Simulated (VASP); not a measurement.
# Al2Ru (Fddd) in VASP: a series of runs, part 2 of 2

VASP 6.6.1.

## 3. Single point, PBEsol (volume scaled by 1.03, then relaxed in part)

INCAR reads:

```
PREC     = Accurate       # precision mode
ENCUT    = 520            # plane-wave cutoff, eV
EDIFF    = 1E-6           # SCF threshold, eV
ISMEAR   = 0              # smearing method
SIGMA    = 0.01           # smearing width, eV
LREAL    = F              # projectors in reciprocal space
LASPH    = T              # aspherical terms in the spheres
NELM     = 60             # most SCF steps
ALGO     = Normal         # electronic algorithm
ISIF     = 2              # what is computed and relaxed
LWAVE    = F              # write WAVECAR
LCHARG   = F              # write CHGCAR
GGA      = PS             # functional
NBANDS   = 29             # bands
```

KPOINTS reads:

```
regular mesh
0
Gamma
  10 10 10
```

POSCAR reads:

```
Al2Ru
1.0
    0.0000000000      4.0334845341      4.4199856486
    2.3746700052      0.0000000000      4.4199856486
    2.3746700052      4.0334845341      0.0000000000
Al Ru
4 2
Direct
    0.0784311691      0.4215688309      0.0784311691
    0.4215688309      0.0784311691      0.4215688309
    0.1715688309      0.8284311691      0.1715688309
    0.8284311691      0.1715688309      0.8284311691
    0.7500000000      0.7500000000      0.7500000000
    0.5000000000      0.5000000000      0.5000000000
```

Potentials or basis: VASP PAW PBE potentials, release 64 (Al, Ru_pv).

On the command line:

```console
> cat potpaw_PBE.64/Al/POTCAR potpaw_PBE.64/Ru_pv/POTCAR > POTCAR
> mpirun -np 1 vasp_std > vasp.out
```

OUTCAR:

```text
PREC = Accurate
   ENCUT = 520
   EDIFF = 1E-6
   ISMEAR = 0
   LREAL = F
   LASPH = T
   NELM = 60
   ISIF = 2
   GGA = PS

 ion  position               nearest neighbor table
   1  0.078  0.422  0.078-   6 2.59   6 2.59   3 2.62   3 2.62   5 2.65   2 2.69   2 2.69   5 2.75
                             5 2.75   2 2.77   4 3.22   4 3.22   4 3.22   4 3.22
   2  0.422  0.078  0.422-   6 2.59   6 2.59   4 2.62   4 2.62   5 2.65   1 2.69   1 2.69   5 2.75
                             5 2.75   1 2.77   3 3.22   3 3.22   3 3.22   3 3.22
   3  0.172  0.828  0.172-   5 2.59   5 2.59   1 2.62   1 2.62   6 2.65   4 2.69   4 2.69   6 2.75
                             6 2.75   4 2.77   2 3.22   2 3.22   2 3.22   2 3.22
   4  0.828  0.172  0.828-   5 2.59   5 2.59   2 2.62   2 2.62   6 2.65   3 2.69   3 2.69   6 2.75
                             6 2.75   3 2.77   1 3.22   1 3.22   1 3.22   1 3.22
   5  0.750  0.750  0.750-   4 2.59   3 2.59   4 2.59   3 2.59   1 2.65   2 2.65   2 2.75   2 2.75
                             1 2.75   1 2.75   6 3.22   6 3.22   6 3.22   6 3.22
   6  0.500  0.500  0.500-   1 2.59   2 2.59   1 2.59   2 2.59   3 2.65   4 2.65   3 2.75   3 2.75
                             4 2.75   4 2.75   5 3.22   5 3.22   5 3.22   5 3.22

  LATTYP: Found a face centered orthorhombic cell.
 ALAT       =     4.7493400104
 B/A-ratio  =     1.6985452822
 C/A-ratio  =     1.8613052083

  Lattice vectors:

 A1 = (   0.0000000000,   4.0334845341,   4.4199856486)
 A2 = (   2.3746700052,   0.0000000000,   4.4199856486)
 A3 = (   2.3746700052,   4.0334845341,   0.0000000000)

Analysis of symmetry for initial positions (statically):
=====================================================================
 Subroutine PRICEL returns:
 Original cell was already a primitive cell.

 Routine SETGRP: Setting up the symmetry group for a
 face centered orthorhombic supercell.

 Subroutine GETGRP returns: Found  8 space group operations
 (whereof  4 operations were pure point group operations)
 out of a pool of  8 trial point group operations.

The static configuration has the point symmetry D_2 .
 The point group associated with its full space group is D_2h.

Analysis of symmetry for dynamics (positions and initial velocities):
=====================================================================
 Subroutine PRICEL returns:
 Original cell was already a primitive cell.

 Routine SETGRP: Setting up the symmetry group for a
 face centered orthorhombic supercell.

 Subroutine GETGRP returns: Found  8 space group operations
 (whereof  4 operations were pure point group operations)
 out of a pool of  8 trial point group operations.

The dynamic configuration has the point symmetry D_2 .
 The point group associated with its full space group is D_2h.

 Subroutine INISYM returns: Found  8 space group operations
 (whereof  4 operations are pure point group operations),
 and found     1 'primitive' translations

----------------------------------------------------------------------------------------

                                     Primitive cell

  volume of cell :      84.6710

  direct lattice vectors                    reciprocal lattice vectors
     0.000000000  4.033484534  4.419985649    -0.210555571  0.123962295  0.113122539
     2.374670005  0.000000000  4.419985649     0.210555571 -0.123962295  0.113122539
     2.374670005  4.033484534  0.000000000     0.210555571  0.123962295 -0.113122539

  length of vectors
[... 48 lines left out ...]
  0.100000 -0.000000 -0.000000      8.000000
  0.200000 -0.000000 -0.000000      8.000000
  0.300000 -0.000000 -0.000000      8.000000
  0.400000 -0.000000 -0.000000      8.000000
  0.500000 -0.000000 -0.000000      4.000000
[... 16 lines left out ...]
  0.300000  0.300000  0.000000      2.000000
  0.400000  0.300000 -0.000000      8.000000
 [... further k-points ...]
   k-points           NKPTS =    171   k-points in BZ     NKDIM =    171   number of bands    NBANDS=     29
   number of dos      NEDOS =    301   number of ions     NIONS =      6
   total plane-waves  NPLWV =  69120
   dimension x,y,z NGX =    48 NGY =   40 NGZ =   36
   dimension x,y,z NGXF=    96 NGYF=   80 NGZF=   72
   ions per type =               4   2
   NGX,Y,Z   is equivalent  to a cutoff of  13.34, 13.25, 12.79 a.u.
   NGXF,Y,Z  is equivalent  to a cutoff of  26.67, 26.51, 25.57 a.u.
 SYSTEM =  unknown system
   PREC   = accura    normal or accurate (medium, high low for compatibility)
   ISTART =      0    job   : 0-new  1-cont  2-samecut
   ICHARG =      2    charge: 1-file 2-atom 10-const
   ISPIN  =      1    spin polarized calculation?
   LNONCOLLINEAR =      F non collinear calculations
   LSORBIT =      F    spin-orbit coupling
   LASPH  =      T    aspherical Exc in radial PAW
   ENCUT  =  520.0 eV  38.22 Ry    6.18 a.u.  11.13  9.33  8.70*2*pi/ulx,y,z
   NELM   =     60;   NELMIN=  2; NELMDL= -5     # of ELM steps
   EDIFF  = 0.1E-05   stopping-criterion for ELM
   LREAL  =      F    real-space projection
   EDIFFG = 0.1E-04   stopping-criterion for IOM
   NSW    =      0    number of steps for IOM
   IBRION =     -1    ionic relax: 0-MD 1-quasi-New 2-CG
   NFREE  =      0    steps in history (QN), initial steepest desc. (CG)
   ISIF   =      2    stress and relaxation
   ISYM   =      2    0-nonsym 1-usesym 2-fastsym
   POTIM  = 0.5000    time-step for ionic-motion
   TEBEG  =    0.0;   TEEND  =   0.0 temperature during run
   PSTRESS=    0.0 pullay stress
   NELECT =      40.0000    total number of electrons
   NUPDOWN=      -1.0000    fix difference up-down
   EMIN   =  10.00;   EMAX   =-10.00  energy-range for DOS
   EFERMI =   0.00;   METHOD = LEGACY
   ISMEAR =     0;   SIGMA  =   0.01  broadening in eV -4-tet -1-fermi 0-gaus
   EFERMI_NEDOS =   21; number of points for ismear=-14 and -15
   IALGO  =     38    algorithm
   IMIX   =      4    mixing-type and parameters
     AMIX     =   0.40;   BMIX     =  1.00
     AMIX_MAG =   1.60;   BMIX_MAG =  1.00
  volume/ion in A,a.u.               =      14.11        95.23
  Fermi-wavevector in a.u.,A,eV,Ry     =   1.275019  2.409437 22.118630  1.625673
  Thomas-Fermi vector in A             =   2.407755
   LORBIT       =      0    0 simple, 1 ext, 2 COOP (PROOUT), +10 PAW based schemes
   GGA     = PS    functional components
   LHFCALC =     F    Hartree Fock is set to
   AEXX    =    0.0000 exact exchange contribution
   IVDW    =     0    specifies the selected vdW correction
   LEPSILON=     F    determine dielectric tensor
   LRPA    =     F    only Hartree local field effects (RPA)
 non-spin polarized calculation
 Gauss-broadening in eV      SIGMA  =   0.01
  energy-cutoff  :      520.00
  volume of cell :       84.67
 maximum number of plane-waves:      2299
 NGX is ok and might be reduce to    48
   NGX = 23   NGY = 19   NGZ = 17

 number of electron      40.0000001 magnetization

 Free energy of the ion-electron system (eV)
  ---------------------------------------------------
  ext. energy  EPLUGINS =         0.00000000
  ---------------------------------------------------
  free energy    TOTEN  =       -40.79377413 eV

  energy without entropy =      -40.79377413  energy(sigma->0) =      -40.79377413

 E-fermi :  10.2723     XC(G=0): -11.8819

 val. band max:       10.2363851425   @ k =   0.0000   0.0000   0.0000
 cond. band min:      10.3088741536   @ k =   0.0000   0.3000   0.3000
 fundamental gap:      0.0724890111
 Fermi energy:        10.2722882563

 k-point     1 :       0.0000    0.0000    0.0000
  band No.  band energies     occupation
      1     -32.3984      2.00000
      2     -32.3212      2.00000
      3     -32.3145      2.00000
      4     -32.2632      2.00000
      5     -32.2532      2.00000
      6     -32.2528      2.00000
[... 757 lines left out ...]
     28      14.9066      0.00000
     29      16.0591      0.00000

 [... further k-points ...]
[... 5 lines left out ...]
  --------------------------------------------------------------------------------------
  -------------------------------------------------------------------------------------
  Total       -2.5859687     -2.5731462     -2.5343696      0.0000000      0.0000000      0.0000000
  in kB      -48.9327167    -48.6900840    -47.9563382      0.0000000      0.0000000      0.0000000
  external PRESSURE =     -48.5263796 kB  Pullay stress =       0.0000000 kB

 VOLUME and BASIS-vectors are now :
 -----------------------------------------------------------------------------
  energy-cutoff  :      520.00
  volume of cell :       84.67
      direct lattice vectors                 reciprocal lattice vectors
     0.000000000  4.033484534  4.419985649    -0.210555571  0.123962295  0.113122539
     2.374670005  0.000000000  4.419985649     0.210555571 -0.123962295  0.113122539
     2.374670005  4.033484534  0.000000000     0.210555571  0.123962295 -0.113122539

 POSITION                                       TOTAL-FORCE (eV/Angst)
 -----------------------------------------------------------------------------------
      1.18734      0.63270      2.20999        -0.000000     -0.000194      0.000000
      1.18734      3.40078      2.20999        -0.000000      0.000194      0.000000
      2.37467      1.38404      4.41999         0.000000      0.000194     -0.000000
      2.37467      6.68293      4.41999         0.000000     -0.000194     -0.000000
      3.56201      6.05023      6.62998        -0.000000     -0.000000      0.000000
      2.37467      4.03348      4.41999        -0.000000     -0.000000      0.000000
 -----------------------------------------------------------------------------------
    total drift:                               -0.000000     -0.000000     -0.000000

  FREE ENERGIE OF THE ION-ELECTRON SYSTEM (eV)
  ---------------------------------------------------
  free  energy   TOTEN  =       -40.7937741277 eV

  energy  without entropy=      -40.7937741276  energy(sigma->0) =      -40.79377413
```

It took 3.9 min on 1 thread of Intel Xeon 6975P-C (Granite Rapids), shared host; peak memory 0.48 GiB.

Results:

* Free energy: -40.7938 eV
* Pressure: -4.9 GPa
* Band gap on the k mesh: 0.07 eV, indirect (least direct gap 1.18 eV)

Stress tensor (GPa, compression positive):
```
-4.89  0.00  0.00
 0.00 -4.87  0.00
 0.00  0.00 -4.80
```

Caveat: the PAW data sets were made with another functional, which shifts forces and pressure a little. A k mesh can miss the band edges.
